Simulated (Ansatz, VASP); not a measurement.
BaRu3: VASP beside Ansatz

File INCAR:

```
PREC = Accurate
ENCUT = 600
EDIFF = 1E-7
ISMEAR = 0
SIGMA = 0.1
LREAL = False
LASPH = True
NELM = 100
ALGO = Fast
ISIF = 3
LWAVE = False
LCHARG = False
GGA = PE
IBRION = 2
NSW = 90
EDIFFG = -0.04
```

Contents of KPOINTS:

```
regular mesh
0
Gamma
  4 4 4
```

File POSCAR:

```
BaRu3
1.0
    4.2139423755      0.0000000000      0.0000000000
    0.0000000000      4.2139423755      0.0000000000
    0.0000000000      0.0000000000      4.2139423755
Ba Ru
1 3
Direct
    0.0000000000      0.0000000000      0.0000000000
    0.0000000000      0.5000000000      0.5000000000
    0.5000000000      0.0000000000      0.5000000000
    0.5000000000      0.5000000000      0.0000000000
```

Input for Ansatz:

```yaml
crystal:
  lattice:
    - [4.2139423755, 0.0, 0.0]
    - [0.0, 4.2139423755, 0.0]
    - [0.0, 0.0, 4.2139423755]
  atoms:
    - { symbol: Ba, position: [0.0, 0.0, 0.0] }
    - { symbol: Ru, position: [0.0, 0.5, 0.5] }
    - { symbol: Ru, position: [0.5, 0.0, 0.5] }
    - { symbol: Ru, position: [0.5, 0.5, 0.0] }
basis:
  ecutwfc: 420
kpoints:
  mp_grid: { grid: [4, 4, 4] }
hamiltonian:
  xc: pbe
scf:
  occupations: { method: gaussian, width: 0.1 }
  lower_state_search: "off"
output:
  forces: true
  stress: true
  eigenvalues: true
relax:
  adjacent_minimum: "off"
  f_tol: 0.04
  max_steps: 70
  cell: { stress_tol: 0.4 }
```

Alike in both runs: task relaxation of cell and atoms; functional PBE; k mesh 4 × 4 × 4; occupations gaussian, width 0.1 eV; no spin polarisation.

```csv
,VASP,Ansatz
version,VASP 6.6.1,Ansatz 0.2.0
potentials or method,"VASP PAW PBE potentials, release 64 (Ba_sv, Ru_pv), cutoff 600 eV","scalar-relativistic, plane waves, PAW"
valence electrons in the cell,52,58
```

|  | VASP | Ansatz | Ansatz less VASP |
| --- | --- | --- | --- |
| gap on the k mesh at the Fermi level, each at its own relaxed structure (eV) | none | none | - |
| relaxed volume (Å³/atom) | 18.52 | 17.92 | -0.605 |
| relaxed cell length with the largest relative difference (Å) | 4.200 | 4.154 | -0.0462 |

A gap of «none» marks a metal or a gap that the smearing closes. VASP's potentials hold 52 valence electrons a cell and Ansatz's 58, so a difference there can come from the potentials and not from the codes.

The k mesh is coarse, so the values compare programs but aren't converged. Spin-orbit coupling is off throughout.
